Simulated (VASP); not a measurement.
The system is MnS.

```xyz
2
Lattice="0.0000 2.5870 2.5870 2.5870 0.0000 2.5870 2.5870 2.5870 0.0000" Properties=species:S:1:pos:R:3 pbc="T T T"
Mn    0.0000    0.0000    0.0000
S     2.5870    2.5870    2.5870
```

Base run:

| Quantity | Value |
| --- | --- |
| Program | VASP 6.6.1 |
| Functional | r2SCAN |
| Dispersion | D4 |
| Potentials or basis | VASP PAW PBE potentials, release 64 (Mn_pv, S) |
| Cutoff | 520 eV |
| k mesh | 9 × 9 × 9 |
| Occupations | fermi-dirac, width 0.05 eV |
| Spin | collinear spin, ferromagnetic start |
| Starting moments | [4.0, 0.0] μB |

Its results: pressure 0.8 GPa; net moment 4.96 μB per cell; site moments Mn +4.48; S +0.14 μB.

Q: The run is repeated on the same cell with these changes: functional from r2SCAN to PBE; dispersion from D4 to D3(BJ). What comes out?

A: Pressure -5.7 GPa; net moment 4.67 μB per cell; site moments Mn +4.22; S +0.10 μB.

Several settings changed at once.

Caveats: a cell with one magnetic atom can't hold antiferromagnetic order, which such compounds often take; the PAW data sets were made with another functional, which shifts forces and pressure a little (at least some runs); the cell stands under tension (at least some runs).
